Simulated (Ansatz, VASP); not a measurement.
## NaF: VASP beside Ansatz

```xyz
2
Lattice="0.0000 2.2972 2.2972 2.2972 0.0000 2.2972 2.2972 2.2972 0.0000" Properties=species:S:1:pos:R:3 pbc="T T T"
Na    0.0000    0.0000    0.0000
F     2.2972    2.2972    2.2972
```

Alike in both runs: task single point; functional PBE; k mesh 10 × 10 × 10; occupations fermi-dirac, width 0.02 eV; no spin polarisation.

```csv
,VASP,Ansatz
version,VASP 6.6.1,Ansatz 0.2.0
potentials or method,"VASP PAW PBE potentials, release 64 (Na_pv, F)","plane waves, PAW"
plane-wave cutoff (eV),520,420
valence electrons in the cell,14,16
```

```tsv
	VASP	Ansatz	Ansatz less VASP
gap on the k mesh at the Fermi level (eV)	6.44	6.46	+0.016
pressure (GPa)	3.5	3.6	+0.11
```

VASP's potentials hold 14 valence electrons a cell and Ansatz's 16, so a difference there can come from the potentials and not from the codes.
